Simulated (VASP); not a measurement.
Runs of VASP 6.6.1 on Ta. The structure is that of space group Fd-3m (No. 227), or close to it. The cells are those of the table. This isn't the form of Ta at room conditions, which is bcc.

```tsv
task	cell	k mesh	cutoff (eV)	gap on the mesh (eV)	pressure (GPa)
single point	a = 4.175 Å, angles 60.0°, 2 atoms	10 × 10 × 10	520	none	10.5
relaxation of cell and atoms	relaxed from a = 4.101 Å, angles 60.0°, 2 atoms	9 × 9 × 9	600	none	0.0
single point	a = 4.357 Å, angles 60.0°, 2 atoms	10 × 10 × 10	520	none	0.0
single point	a = 4.470 Å, angles 60.0°, 2 atoms	10 × 10 × 10	520	none	-4.5
single point	a = 4.357 Å, angles 60.0°, 2 atoms	9 × 9 × 9	520	none	0.0
single point	a = 4.298 Å, angles 60.0°, 2 atoms	10 × 10 × 10	520	none	2.9
single point	a = 4.525 Å, angles 60.0°, 2 atoms	10 × 10 × 10	520	none	-6.2
single point	a = 4.414 Å, angles 60.0°, 2 atoms	10 × 10 × 10	520	none	(a)
single point	a = 4.357 Å, angles 60.0°, 2 atoms	15 × 15 × 15	520	none	0.0
single point	a = 4.238 Å, angles 60.0°, 2 atoms	10 × 10 × 10	520	none	(b)
```

Alike in all rows: level RPBE; potentials or basis VASP PAW PBE potentials, release 64 (Ta_pv); no spin polarisation; smearing fermi-dirac 0.1 eV.

Q: Fill in the values left out.

A: (a) -2.4; (b) 6.4.

Caveats: the PAW data sets were made with another functional, which shifts forces and pressure a little; spin-orbit coupling is left out, which moves the levels of the heavy elements; the cell stands under pressure (at least some runs); the cell stands under tension (at least some runs).

A k mesh can miss the band edges, and the runs leave out spin-orbit coupling on Ta.

A gap of «none» marks levels without a gap at the run's occupations.
